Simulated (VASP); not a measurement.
# Fe2C3 (P-3m1) in VASP: single point with PBE

Aim: the single point of Fe2C3 with PBE.

All numbers are computed with VASP 6.6.1; they aren't measurements. Logs are shortened: lines on timing, memory, paths and dates and some standing lists are left out, and cuts for length are marked.

## Step 1: The cell of the first run

The structure is trigonal, space group P-3m1 (No. 164). Conventional cell: a = 2.615 Å, b = 2.615 Å, c = 6.690 Å, α = 90.00°, β = 90.00°, γ = 120.00°. Fe (site symmetry 3m) has 4 C at 1.89 to 2.08 Å within 2.5 Å. Within 2.5 Å of C (site symmetry -3m) lie 6 Fe at 1.89 Å. C (site symmetry 3m) has 3 C at 1.53 Å within 2.0 Å.

## Step 2: Single point, PBE, collinear spin, ferromagnetic start

File INCAR:

```
PREC     = Accurate       # precision mode
ENCUT    = 700            # plane-wave cutoff, eV
EDIFF    = 1E-6           # SCF threshold, eV
ISMEAR   = 0              # smearing method
SIGMA    = 0.1            # smearing width, eV
LREAL    = False          # projectors in reciprocal space
LASPH    = True           # aspherical terms in the spheres
NELM     = 200            # most SCF steps
ALGO     = Normal         # electronic algorithm
ISIF     = 2              # what is computed and relaxed
LWAVE    = False          # write WAVECAR
LCHARG   = True           # write CHGCAR
ISPIN    = 2              # spin polarisation
MAGMOM   = 0.29 0.29 0 0 0 # initial moments
LORBIT   = 11             # projections on sites
LMAXMIX  = 4              # l up to which the mixer works
GGA      = PE             # functional
LELF     = True           # ELF
LVHAR    = True         
NBANDS   = 34             # bands
GGA_COMPAT= False
```

File KPOINTS:

```
regular mesh
0
Gamma
  6 6 4
```

File POSCAR:

```
Fe2C3
1.0
    2.6146615077      0.0000000000      0.0000000000
   -1.3073307539      2.2643632880      0.0000000000
    0.0000000000      0.0000000000      6.6896041715
Fe C
2 3
Direct
    0.3333333333      0.6666666667      0.1695557151
    0.6666666667      0.3333333333      0.8304442849
    0.0000000000      0.0000000000      0.0000000000
    0.3333333333      0.6666666667      0.4805606588
    0.6666666667      0.3333333333      0.5194393412
```

Potentials or basis: VASP PAW PBE potentials, release 64 (Fe_sv, C).

On the command line:

```bash
cat potpaw_PBE.64/Fe_sv/POTCAR potpaw_PBE.64/C/POTCAR > POTCAR
mpirun -np 1 vasp_std > vasp.out
```

OUTCAR:

```text
PREC = Accurate
   ENCUT = 700
   EDIFF = 1E-6
   ISMEAR = 0
   LREAL = False
   LASPH = True
   NELM = 200
   ISIF = 2
   ISPIN = 2
   LORBIT = 11
   GGA = PE

 ion  position               nearest neighbor table
   1  0.333  0.667  0.170-   3 1.89   3 1.89   3 1.89   4 2.08
   2  0.667  0.333  0.830-   3 1.89   3 1.89   3 1.89   5 2.08
   3  0.000  0.000  0.000-   1 1.89   2 1.89   2 1.89   1 1.89   2 1.89   1 1.89
   4  0.333  0.667  0.481-   5 1.53   5 1.53   5 1.53   1 2.08
   5  0.667  0.333  0.519-   4 1.53   4 1.53   4 1.53   2 2.08

  LATTYP: Found a hexagonal cell.
 ALAT       =     2.6146615077
 C/A-ratio  =     2.5584972096

  Lattice vectors:

 A1 = (   2.6146615077,   0.0000000000,   0.0000000000)
 A2 = (  -1.3073307539,   2.2643632880,   0.0000000000)
 A3 = (   0.0000000000,   0.0000000000,   6.6896041715)

Analysis of symmetry for initial positions (statically):
=====================================================================
 Subroutine PRICEL returns:
 Original cell was already a primitive cell.

 Routine SETGRP: Setting up the symmetry group for a
 hexagonal supercell.

 Subroutine GETGRP returns: Found 12 space group operations
 (whereof 12 operations were pure point group operations)
 out of a pool of 24 trial point group operations.

The static configuration has the point symmetry D_3d.

Analysis of symmetry for dynamics (positions and initial velocities):
=====================================================================
 Subroutine PRICEL returns:
 Original cell was already a primitive cell.

 Routine SETGRP: Setting up the symmetry group for a
 hexagonal supercell.

 Subroutine GETGRP returns: Found 12 space group operations
 (whereof 12 operations were pure point group operations)
 out of a pool of 24 trial point group operations.

The dynamic configuration has the point symmetry D_3d.

Analysis of structural, dynamic, and magnetic symmetry:
=====================================================================
 Subroutine PRICEL returns:
 Original cell was already a primitive cell.

 Routine SETGRP: Setting up the symmetry group for a
 hexagonal supercell.

 Subroutine GETGRP returns: Found 12 space group operations
 (whereof 12 operations were pure point group operations)
 out of a pool of 24 trial point group operations.

[... 130 lines left out ...]
   GGA     = PE    functional components
   LHFCALC =     F    Hartree Fock is set to
   AEXX    =    0.0000 exact exchange contribution
   IVDW    =     0    specifies the selected vdW correction
   LEPSILON=     F    determine dielectric tensor
   LRPA    =     F    only Hartree local field effects (RPA)
 spin polarized calculation
 Gauss-broadening in eV      SIGMA  =   0.10
  energy-cutoff  :      700.00
  volume of cell :       39.61
 maximum number of plane-waves:      1688
 NGX is ok and might be reduce to    24
   NGX = 11   NGY = 11   NGZ = 29

 number of electron      43.9999972 magnetization       0.3389314

 Free energy of the ion-electron system (eV)
  ---------------------------------------------------
  ext. energy  EPLUGINS =         0.00000000
  ---------------------------------------------------
  free energy    TOTEN  =       -42.15557205 eV

  energy without entropy =      -42.13980298  energy(sigma->0) =      -42.14768751

 E-fermi :  11.4779     XC(G=0): -13.5128

 val. band max:       11.4671974732   @ k =   0.0000   0.0000   0.2500
 cond. band min:      11.4925134879   @ k =   0.1667   0.1667   0.5000
 fundamental gap:      0.0253160147
 Fermi energy:        11.4778809302

 spin component 1

 k-point     1 :       0.0000    0.0000    0.0000
  band No.  band energies     occupation
      1     -75.6686      1.00000
      2     -75.6521      1.00000
      3     -41.8291      1.00000
      4     -41.6990      1.00000
      5     -41.6492      1.00000
      6     -41.6492      1.00000
[... 877 lines left out ...]
     33      23.3215      0.00000
     34      27.0843      0.00000
 Fermi energy:        11.4778809302

 spin component 2

 k-point     1 :       0.0000    0.0000    0.0000
  band No.  band energies     occupation
      1     -75.4494      1.00000
      2     -75.4327      1.00000
      3     -41.6502      1.00000
      4     -41.5189      1.00000
      5     -41.4180      1.00000
      6     -41.4180      1.00000
[... 877 lines left out ...]
     33      23.3402      0.00000
     34      27.0299      0.00000

------------------------ aborting loop because EDIFF is reached ----------------------------------------

  FORCE on cell =-STRESS in cart. coord.  units (eV):
  Direction    XX          YY          ZZ          XY          YZ          ZX
  --------------------------------------------------------------------------------------
  -------------------------------------------------------------------------------------
  Total       -0.2547116     -0.2547116     -0.1001056      0.0000000      0.0000000      0.0000000
  in kB      -10.3037964    -10.3037964     -4.0495524      0.0000000      0.0000000      0.0000000
  external PRESSURE =      -8.2190484 kB  Pullay stress =       0.0000000 kB

 VOLUME and BASIS-vectors are now :
 -----------------------------------------------------------------------------
  energy-cutoff  :      700.00
  volume of cell :       39.61
      direct lattice vectors                 reciprocal lattice vectors
     2.614661508  0.000000000  0.000000000     0.382458684  0.220812624  0.000000000
    -1.307330754  2.264363288  0.000000000     0.000000000  0.441625249  0.000000000
     0.000000000  0.000000000  6.689604172     0.000000000  0.000000000  0.149485676

 POSITION                                       TOTAL-FORCE (eV/Angst)
 -----------------------------------------------------------------------------------
     -0.00000      1.50958      1.13426         0.000000     -0.000000      0.013945
      1.30733      0.75479      5.55534        -0.000000      0.000000     -0.013945
      0.00000      0.00000      0.00000         0.000000      0.000000      0.000000
     -0.00000      1.50958      3.21476        -0.000000      0.000000     -0.026870
      1.30733      0.75479      3.47484         0.000000      0.000000      0.026870
 -----------------------------------------------------------------------------------
    total drift:                                0.000000     -0.000000      0.000000

  FREE ENERGIE OF THE ION-ELECTRON SYSTEM (eV)
  ---------------------------------------------------
  free  energy   TOTEN  =       -42.1555720473 eV

  energy  without entropy=      -42.1398029803  energy(sigma->0) =      -42.14768751

 total charge

# of ion       s       p       d       tot
------------------------------------------
    1        2.174   6.053   5.688  13.915
    2        2.174   6.053   5.688  13.915
    3        0.900   1.578   0.000   2.478
    4        0.830   1.631   0.000   2.461
    5        0.830   1.631   0.000   2.461
--------------------------------------------------
tot          6.908  16.947  11.375  35.230

 magnetization (x)

# of ion       s       p       d       tot
------------------------------------------
    1        0.000  -0.000   0.186   0.185
    2        0.000  -0.000   0.186   0.185
    3       -0.002  -0.011   0.000  -0.012
    4       -0.000  -0.005   0.000  -0.005
    5       -0.000  -0.005   0.000  -0.005
--------------------------------------------------
tot         -0.002  -0.021   0.371   0.348
```

stdout:

```text
POSCAR found type information on POSCAR FeC
 POSCAR found :  2 types and       5 ions
 scaLAPACK will be used
 LDA part: xc-table for (Slater+PW92), standard interpolation
 POSCAR, INCAR and KPOINTS ok, starting setup
 FFT: planning ... GRIDC
 FFT: planning ... GRID_SOFT
 FFT: planning ... GRID
 WAVECAR not read
 entering main loop
```

Run time: 56 s. Hardware: 1 thread of Intel Xeon 6975P-C (Granite Rapids), shared host; peak memory 0.23 GiB.

Results:

```
Free energy                                           : -42.1556 eV
Pressure                                              : -0.8 GPa
Largest force                                         : 0.027 eV/Å
Net moment                                            : 0.34 μB per cell
Site moments                                          : Fe +0.18; C -0.01 μB
Valence electrons inside the program's atomic spheres : Fe 13.91; C 2.48, 2.46 (each value once)
```

Forces in eV/Å, atoms in the order of the input:
```
Fe   0.000  0.000  0.014
Fe   0.000  0.000 -0.014
C    0.000  0.000  0.000
C    0.000  0.000 -0.027
C    0.000  0.000  0.027
```

Stress tensor (GPa, compression positive):
```
-1.03  0.00  0.00
 0.00 -1.03  0.00
 0.00  0.00 -0.40
```

Caveat: the k points lie up to 0.46 Å⁻¹ apart.
